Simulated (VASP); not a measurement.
FeO, 4 atoms in the cell. It takes space group P4_2/mmc (No. 131, tetragonal). Conventional cell: a = 3.502 Å, b = 3.502 Å, c = 4.360 Å, α = 90.00°, β = 90.00°, γ = 90.00°. Fe (site symmetry mmm) has 4 O at 2.06 Å within 2.7 Å. O (site symmetry -4m2) has 4 Fe at 2.06 Å and 2 O at 2.18 Å within 2.7 Å. 

- Program: VASP 6.6.1
- Task: single point
- Functional: LDA
- Potentials or basis: VASP PAW LDA potentials, release 64 (Fe_sv, O_h)
- Cutoff: 1340 eV
- k mesh: 5 × 5 × 5
- Occupations: gaussian, width 0.05 eV
- Spin: collinear spin, ferromagnetic start
- Starting moments: [3.29, 3.29, 0.15, 0.15] μB
- Hubbard terms: Fe d U = 3.0 eV
- Dipole correction: no
- Further INCAR settings: ALGO = Normal; EDIFF = 1e-06; NBANDS = 34

Potentials or basis: VASP PAW LDA potentials, release 64 (Fe_sv, O_h).

Launch:

```bash
$ cat potpaw_LDA.64/Fe_sv/POTCAR potpaw_LDA.64/O_h/POTCAR > POTCAR
$ mpirun -np 1 vasp_std > vasp.out
```

Hardware: 1 thread of AMD EPYC 9R45 96-Core Processor (Zen 5), on a shared host.

Question: Estimate the wall time of this run.

Answer: Wall time 3.4 min on 1 thread of AMD EPYC 9R45 96-Core Processor (Zen 5) (shared host), peak memory 0.35 GiB. Counts: scf iterations 21, k points 18.
